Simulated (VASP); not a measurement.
# Si16B (a cell with a defect) in VASP: further runs, part 2 of 2

VASP 6.6.1. Earlier steps stand in the parts before.

### Step 3. Single point, PBE, collinear spin, zero start

Input file INCAR:

```
PREC = Accurate ; ENCUT = 520
EDIFF = 1E-6 ; ISMEAR = -1
SIGMA = 0.05 ; LREAL = Auto
LASPH = True ; NELM = 150
ALGO = Normal ; ISIF = 2
LWAVE = False ; LCHARG = False
ISPIN = 2 ; MAGMOM = 0 0 0 0 0 0 0 0 0 0 0 0 0 0 0 0 0
LORBIT = 11 ; GGA = PE
NBANDS = 52
```

Input file KPOINTS:

```
Automatic mesh
0
Gamma
  2 2 2
```

Input file POSCAR:

```
Si16B
1.0
    0.0000000000      5.4300000000      5.4300000000
    5.4300000000      0.0000000000      5.4300000000
    5.4300000000      5.4300000000      0.0000000000
Si B
16 1
Direct
   -0.0417863720      0.0290607735     -0.0098526703
    0.1205709024      0.0515101289      0.1707550645
   -0.0234990792     -0.0192265193      0.5168139963
    0.1495580110      0.0926335175      0.6147329650
    0.0043001842      0.4544843462      0.0284990792
    0.1374493554      0.6595856354      0.0613351750
    0.0325690608      0.4552946593      0.4735451197
    0.1633425414      0.5957734807      0.6036372007
    0.4910681400      0.0472559853     -0.0106445672
    0.5981307551      0.1557918969      0.1418139963
    0.5241620626     -0.0155064457      0.5253038674
    0.6223756906      0.1482136280      0.6008287293
    0.4823388582      0.5241068140      0.0306629834
    0.6466390424      0.6769337017      0.0927348066
    0.5513812155      0.5455616943      0.4616206262
    0.6707918969      0.6112707182      0.6318232044
   -0.0037384899      0.7924677716      0.3435174954
```

Potentials or basis: VASP PAW PBE potentials, release 64 (Si, B).

Command:

```console
$ cat potpaw_PBE.64/Si/POTCAR potpaw_PBE.64/B/POTCAR > POTCAR
$ mpirun -np 1 vasp_std > vasp.out
```

Wall time 5.6 min (1 thread of AMD EPYC 9R45 (Zen 5), shared host); peak memory 0.67 GiB.

The run converged. Its results:

| Item | Value |
| --- | --- |
| Free energy | -86.0786 eV |
| Pressure | 1.5 GPa |
| Largest force | 3.724 eV/Å |
| Net moment | 0.00 μB per cell |
| Valence electrons inside the program's atomic spheres | Si 1.67, 1.70, 1.61, 1.65, 1.64, 1.58, 1.66, 1.71, 1.72, 1.69 (each value once); B 1.64 |

Forces on the atoms (eV/Å):
```
Si  -0.634  0.662  0.973
Si  -0.902 -1.331  2.208
Si   0.117  1.892 -0.445
Si   0.203  0.385 -0.701
Si  -0.585 -0.663  1.106
Si   0.794 -0.057 -1.584
Si   0.827 -0.453  1.403
Si   0.268  0.206 -0.249
Si  -0.514 -0.689 -0.563
Si   0.597  0.335 -0.759
Si  -2.029 -1.895 -1.197
Si   3.239  0.807  1.650
Si  -0.899  0.268  1.765
Si  -0.430  0.095 -0.708
Si  -0.467 -0.708 -2.247
Si   1.088  0.555 -0.385
B   -0.675  0.589 -0.267
```

Stress tensor (GPa, compression positive):
```
 1.64 -0.93  0.13
-0.93  1.96  1.88
 0.13  1.88  1.04
```

Levels at points of the mesh, in eV from the Fermi level:
Spin up:
```tsv
k point	band 29	band 30	band 31	band 32	band 33	band 34	band 35	band 36	band 37	band 38
(0.00, 0.00, 0.00)	-1.33	-1.17	-0.94	-0.61	-0.38	-0.30	0.01	0.12	0.29	0.56
(0.50, 0.00, 0.00)	-1.54	-1.35	-1.08	-0.79	-0.72	0.21	0.55	0.77	0.92	1.09
(0.00, 0.50, 0.00)	-1.54	-1.38	-1.10	-0.90	-0.68	-0.03	0.02	0.66	1.09	1.13
(0.00, 0.00, 0.50)	-1.72	-1.42	-1.22	-1.03	-0.58	0.13	0.24	0.72	0.76	0.97
(0.50, 0.50, 0.50)	-1.73	-1.28	-0.95	-0.89	-0.58	-0.10	0.30	0.53	0.91	1.18
(0.50, 0.50, 0.00)	-1.93	-1.69	-1.38	-1.26	-0.66	0.07	0.43	1.24	1.37	1.56
(0.00, 0.50, 0.50)	-1.71	-1.69	-1.43	-1.33	-0.42	0.16	0.47	1.08	1.40	1.48
(0.50, 0.00, 0.50)	-1.85	-1.60	-1.46	-1.24	-0.43	0.08	0.64	1.09	1.29	1.42
```
Spin down:
```tsv
k point	band 31	band 32	band 33	band 34	band 35	band 36
(0.00, 0.00, 0.00)	-0.94	-0.61	-0.38	-0.30	0.01	0.12
(0.50, 0.00, 0.00)	-1.08	-0.79	-0.72	0.21	0.55	0.77
(0.00, 0.50, 0.00)	-1.10	-0.90	-0.68	-0.03	0.02	0.66
(0.00, 0.00, 0.50)	-1.22	-1.03	-0.58	0.13	0.24	0.72
(0.50, 0.50, 0.50)	-0.95	-0.89	-0.58	-0.10	0.30	0.53
(0.50, 0.50, 0.00)	-1.38	-1.26	-0.66	0.07	0.43	1.24
(0.00, 0.50, 0.50)	-1.43	-1.33	-0.42	0.16	0.47	1.08
(0.50, 0.00, 0.50)	-1.46	-1.24	-0.43	0.08	0.64	1.09
```

Caveat: the k points lie up to 0.50 Å⁻¹ apart.

### Step 4. Single point, PBE, collinear spin, zero start

Input file INCAR:

```
PREC = Accurate
ENCUT = 520
EDIFF = 1E-7
ISMEAR = -1
SIGMA = 0.05
LREAL = Auto
LASPH = True
NELM = 150
ALGO = Normal
ISIF = 2
LWAVE = False
LCHARG = False
ISPIN = 2
MAGMOM = 0 0 0 0 0 0 0 0 0 0 0 0 0 0 0 0 0
LORBIT = 11
GGA = PE
NBANDS = 52
```

Input file KPOINTS:

```
regular mesh
0
Gamma
  2 2 2
```

Input file POSCAR:

```
Si16B
1.0
    0.0000000000      5.4300000000      5.4300000000
    5.4300000000      0.0000000000      5.4300000000
    5.4300000000      5.4300000000      0.0000000000
Si B
16 1
Direct
   -0.0249263352      0.0159760589     -0.0027900552
    0.1237753223      0.0702025783      0.1549539595
   -0.0215930018     -0.0643554328      0.5344106814
    0.1453499079      0.0618876611      0.6283885820
    0.0422928177      0.4709668508     -0.0268232044
    0.1126427256      0.6495119705      0.0830478821
    0.0685359116      0.4832688766      0.4324401473
    0.1753499079      0.5686279926      0.6116114180
    0.4686556169      0.0560589319     -0.0183977901
    0.5785267035      0.1584346225      0.1623020258
    0.5398342541     -0.0155248619      0.5072744015
    0.6211141805      0.1895856354      0.6070073665
    0.4787200737      0.5512983425      0.0273941068
    0.6638397790      0.6736187845      0.0911325967
    0.5060957643      0.5426151013      0.4733333333
    0.6622467772      0.6013259669      0.6601289134
   -0.0325874770      0.7905985267      0.3648526703
```

Command:

```console
$ cat potpaw_PBE.64/Si/POTCAR potpaw_PBE.64/B/POTCAR > POTCAR
$ mpirun -np 1 vasp_std > vasp.out
```

It took 4.9 min on 1 thread of AMD EPYC 9R45 (Zen 5), shared host; peak memory 0.67 GiB.

It converged, with:

| Property | Result |
| --- | --- |
| Free energy | -85.6440 eV |
| Pressure | 1.7 GPa |
| Largest force | 3.526 eV/Å |
| Net moment | 0.00 μB per cell |
| Valence electrons inside the program's atomic spheres | Si 1.67, 1.65, 1.61, 1.69, 1.72, 1.66, 1.64, 1.68, 1.60 (each value once); B 1.70 |

Forces in eV/Å, atoms in the order of the input:
```
Si   0.703 -0.885 -0.629
Si   1.056 -0.622  0.502
Si   0.586 -0.723  1.102
Si   0.133  0.002  0.960
Si   0.230  0.184 -1.559
Si  -0.505  0.304  1.135
Si  -0.011  1.494 -2.878
Si   0.479 -1.258 -1.161
Si  -0.239  1.657  0.849
Si  -1.277 -1.270  1.281
Si   0.906  0.737 -0.753
Si  -1.671  0.756 -1.863
Si  -0.937  0.397 -0.524
Si   0.228 -0.387 -0.441
Si   0.031  1.336  3.263
Si  -0.866 -1.201  0.445
B    1.155 -0.518  0.272
```

Stress tensor (GPa, compression positive):
```
 1.24  0.55 -1.01
 0.55  2.27 -0.89
-1.01 -0.89  1.73
```

Levels at points of the mesh, in eV from the Fermi level:
Spin up:
```tsv
k point	band 30	band 31	band 32	band 33	band 34	band 35	band 36	band 37
(0.00, 0.00, 0.00)	-1.11	-0.90	-0.53	-0.36	-0.10	0.29	0.35	0.50
(0.50, 0.00, 0.00)	-1.37	-1.04	-0.74	-0.39	0.18	0.54	0.87	1.19
(0.00, 0.50, 0.00)	-1.11	-0.97	-0.89	-0.57	-0.43	0.27	0.67	1.06
(0.00, 0.00, 0.50)	-1.22	-0.90	-0.65	-0.33	0.13	0.32	0.78	0.88
(0.50, 0.50, 0.50)	-1.34	-0.99	-0.81	-0.62	-0.08	0.44	0.76	0.81
(0.50, 0.50, 0.00)	-1.44	-1.34	-1.16	-0.56	-0.16	0.76	1.08	1.23
(0.00, 0.50, 0.50)	-1.69	-1.27	-1.14	-0.30	0.11	0.56	1.07	1.11
(0.50, 0.00, 0.50)	-1.43	-1.26	-1.06	-0.25	0.10	0.63	0.92	1.16
```
Spin down:
| k point | band 31 | band 32 | band 33 | band 34 | band 35 | band 36 |
| --- | --- | --- | --- | --- | --- | --- |
| (0.00, 0.00, 0.00) | -0.90 | -0.53 | -0.36 | -0.10 | 0.29 | 0.35 |
| (0.50, 0.00, 0.00) | -1.04 | -0.74 | -0.39 | 0.18 | 0.54 | 0.87 |
| (0.00, 0.50, 0.00) | -0.97 | -0.89 | -0.57 | -0.43 | 0.27 | 0.67 |
| (0.00, 0.00, 0.50) | -0.90 | -0.65 | -0.33 | 0.13 | 0.32 | 0.78 |
| (0.50, 0.50, 0.50) | -0.99 | -0.81 | -0.62 | -0.08 | 0.44 | 0.76 |
| (0.50, 0.50, 0.00) | -1.34 | -1.16 | -0.56 | -0.16 | 0.76 | 1.08 |
| (0.00, 0.50, 0.50) | -1.27 | -1.14 | -0.30 | 0.11 | 0.56 | 1.07 |
| (0.50, 0.00, 0.50) | -1.26 | -1.06 | -0.25 | 0.10 | 0.63 | 0.92 |

Caveat: the k points lie up to 0.50 Å⁻¹ apart.

### Step 5. Overview

```csv
cell,gap on the mesh (eV),pressure (GPa),moment (μB),largest force (eV/Å)
"as given, atomic positions A",none,3.8,0.00,2.83
"as given, atomic positions B",none,1.5,0.00,3.72
"as given, atomic positions C",none,1.7,0.00,3.53
```

Alike in all rows: task single point; level PBE; potentials or basis VASP PAW PBE potentials, release 64 (Si, B); spin collinear, zero start; k mesh 2 × 2 × 2; cutoff (eV) 520; smearing fermi-dirac 0.05 eV.

Caveats: all runs use coarse meshes.

Total energies depend on the potentials used, so only differences within one code and one set of settings carry meaning.
